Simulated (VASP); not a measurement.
Input of a VASP 6.6.1 run:

INCAR

```
PREC = Accurate
ENCUT = 520
EDIFF = 1E-7
ISMEAR = 0
SIGMA = 1.0
LREAL = False
LASPH = True
NELM = 100
ALGO = Normal
ISIF = 2
LWAVE = False
LCHARG = False
GGA = PE
NBANDS = 18
```

File KPOINTS:

```
Automatic mesh
0
Gamma
  10 10 10
```

POSCAR

```
Yb
1.0
    0.0000000000      2.6151647068      2.6151647068
    2.6151647068      0.0000000000      2.6151647068
    2.6151647068      2.6151647068      0.0000000000
Yb
1
Direct
    0.0000000000      0.0000000000      0.0000000000
```

Potentials or basis: VASP PAW PBE potentials, release 64 (Yb).

The run is started by

```sh
$ cat potpaw_PBE.64/Yb/POTCAR > POTCAR
$ mpirun -np 1 vasp_std > vasp.out
```

(1) Predict the pressure.

(2) What does it give for the band gap on the k mesh?

Answers

(1) 0.1 GPa.

(2) zero (filled and empty bands overlap).

Caveat: spin-orbit coupling is left out, which moves the levels of the heavy elements.
